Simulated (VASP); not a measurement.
Wanted: the native input for a VASP 6.6.1 run.

```
Task                   : relaxation of shape and atoms at fixed volume
Functional             : PBE
Potentials or basis    : VASP PAW PBE potentials, release 64 (Zn, S)
Cutoff                 : 600 eV
k mesh                 : 9 × 9 × 6
Occupations            : gaussian, width 0.02 eV
Spin                   : no spin polarisation
Dipole correction      : no
Further INCAR settings : ALGO = Normal; EDIFF = 1e-07; IBRION = 2; EDIFFG = -0.01; NSW = 50; ISIF = 4
```

The structure of ZnS (Wurtzite-2H) lies in POSCAR:

```
ZnS
1.0
    3.6806389667      0.0000000000      0.0000000000
   -1.8403194833      3.1875268473      0.0000000000
    0.0000000000      0.0000000000      6.0568829332
Zn S
2 2
Direct
    0.3333333333      0.6666666667      0.0058835140
    0.6666666667      0.3333333333      0.5058835140
    0.3333333333      0.6666666667      0.3791164860
    0.6666666667      0.3333333333      0.8791164860
```

This cell differs from its parent crystal: volume scaled by 0.88.

The input as run:

INCAR

```
PREC = Accurate
ENCUT = 600
EDIFF = 1E-7
ISMEAR = 0
SIGMA = 0.02
LREAL = F
LASPH = T
NELM = 100
ALGO = Normal
ISIF = 4
LWAVE = F
LCHARG = F
GGA = PE
IBRION = 2
NSW = 50
EDIFFG = -0.01
```

KPOINTS

```
regular mesh
0
Gamma
  9 9 6
```

Potentials or basis: VASP PAW PBE potentials, release 64 (Zn, S).

Run with:

```console
$ cat potpaw_PBE.64/Zn/POTCAR potpaw_PBE.64/S/POTCAR > POTCAR
$ mpirun -np 1 vasp_std > vasp.out
```

It gave:

```yaml
Pressure_after_relaxing: 11.9 GPa
Largest_force_after_relaxing: 0.009 eV/Å
Band_gap_on_the_k_mesh: 2.66 eV, direct
```

Caveat: the relaxation stopped at its first step, so nothing moved.

It took 82 s on 1 thread of Intel(R) Xeon(R) Platinum 8488C (Sapphire Rapids), on a shared host, peak memory 0.24 GiB.
